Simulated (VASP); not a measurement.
Wanted: the native input for a VASP 6.6.1 run.

```yaml
Task: single point
Functional: LDA
Potentials_or_basis: VASP PAW LDA potentials, release 64 (W_sv, C)
Cutoff: 520 eV
k_mesh: 11 × 11 × 11
Occupations: methfessel-paxton, width 0.1 eV
Spin: no spin polarisation
Dipole_correction: no
Further_INCAR_settings: ALGO = Normal; EDIFF = 1e-06; NBANDS = 16
```

The structure of WC lies in POSCAR:

```
WC
1.0
    0.0000000000      2.1325799578      2.1325799578
    2.1325799578      0.0000000000      2.1325799578
    2.1325799578      2.1325799578      0.0000000000
W C
1 1
Direct
    0.0000000000      0.0000000000      0.0000000000
    0.5000000000      0.5000000000      0.5000000000
```

These files were run (other wordings do the same):

INCAR

```
PREC = Accurate
ENCUT = 520
EDIFF = 1E-6
ISMEAR = 1
SIGMA = 0.1
LREAL = F
LASPH = T
NELM = 100
ALGO = Normal
ISIF = 2
LWAVE = F
LCHARG = F
NBANDS = 16
```

KPOINTS

```
Automatic mesh
0
Gamma
  11 11 11
```

Potentials or basis: VASP PAW LDA potentials, release 64 (W_sv, C).

The run is started by

```sh
$ cat potpaw_LDA.64/W_sv/POTCAR potpaw_LDA.64/C/POTCAR > POTCAR
$ mpirun -np 1 vasp_std > vasp.out
```

Results of the run:

```yaml
Pressure: 20.6 GPa
Band_gap_on_the_k_mesh: zero (band 9 reaches 14.69 eV, above the bottom of band 10 at 11.23 eV)
```

Caveat: spin-orbit coupling is left out, which moves the levels of the heavy elements.

Run time: 5.1 s on 1 thread of Intel(R) Xeon(R) 6975P-C (Granite Rapids), on a shared host, peak memory 0.13 GiB.
